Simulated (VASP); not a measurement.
Input of a VASP 6.6.1 run:

INCAR

```
SYSTEM = Nb
  PREC = Accurate
  ENCUT = 520
  EDIFF = 1E-6
  ISMEAR = 0
  SIGMA = 0.1
  LREAL = .False.
  LASPH = .True.
  NELM = 100
  ALGO = Normal
  ISIF = 2
  LWAVE = .False.
  LCHARG = .True.
  GGA = CA
  LELF = .True.
  LVHAR = .True.
  NBANDS = 12
```

File KPOINTS:

```
regular mesh
0
Gamma
  8 8 8
  0 0 0
```

The input POSCAR:

```
Nb
1.0
   -1.6265958826      1.6265958826      1.6265958826
    1.6265958826     -1.6265958826      1.6265958826
    1.6265958826      1.6265958826     -1.6265958826
Nb
1
Direct
    0.0000000000      0.0000000000      0.0000000000
```

Potentials or basis: VASP PAW LDA potentials, release 64 (Nb_sv).

Run with:

```console
$ cat potpaw_LDA.64/Nb_sv/POTCAR > POTCAR
$ mpirun -np 1 vasp_std > vasp.out
```

Task: Predict the pressure.

Result: -0.1 GPa.

Task: Estimate the band gap on the k mesh.

Result: Zero (an odd number of electrons rules out a gap without spin polarisation).
